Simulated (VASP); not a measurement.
Here is a VASP 6.6.1 calculation.

File INCAR:

```
SYSTEM = AgI
PREC     = Accurate       ! precision mode
ENCUT    = 500            ! plane-wave cutoff, eV
EDIFF    = 1E-6           ! SCF threshold, eV
ISMEAR   = -1             ! smearing method
SIGMA    = 0.05           ! smearing width, eV
LREAL    = .False.        ! projectors in reciprocal space
LASPH    = .True.         ! aspherical terms in the spheres
NELM     = 120            ! most SCF steps
ALGO     = Normal         ! electronic algorithm
ISIF     = 2              ! what is computed and relaxed
LWAVE    = .False.        ! write WAVECAR
LCHARG   = .False.        ! write CHGCAR
GGA      = PS             ! functional
NBANDS   = 16             ! bands
GGA_COMPAT= .False.
```

File KPOINTS:

```
Automatic mesh
0
Gamma
  10 10 10
  0 0 0
```

Contents of POSCAR:

```
AgI
1.0
    3.2250452875      3.2250452875      0.0000000000
   -3.2250452875      3.2250452875      0.0000000000
    0.0000000000      3.2250452875      3.2250452875
Ag I
1 1
Direct
    0.0000000000      0.0000000000      0.0000000000
    0.7500000000      0.2500000000      0.5000000000
```

Potentials or basis: VASP PAW PBE potentials, release 64 (Ag, I).

Launch:

```console
$ cat potpaw_PBE.64/Ag/POTCAR potpaw_PBE.64/I/POTCAR > POTCAR
$ mpirun -np 1 vasp_std > vasp.out
```

Q: Estimate the pressure.

A: 0.0 GPa.

Q: What does it give for the band gap on the k mesh?

A: 1.20 eV, direct.

Caveat: the PAW data sets were made with another functional, which shifts forces and pressure a little; spin-orbit coupling is left out, which moves the levels of the heavy elements. A k mesh can miss the band edges.
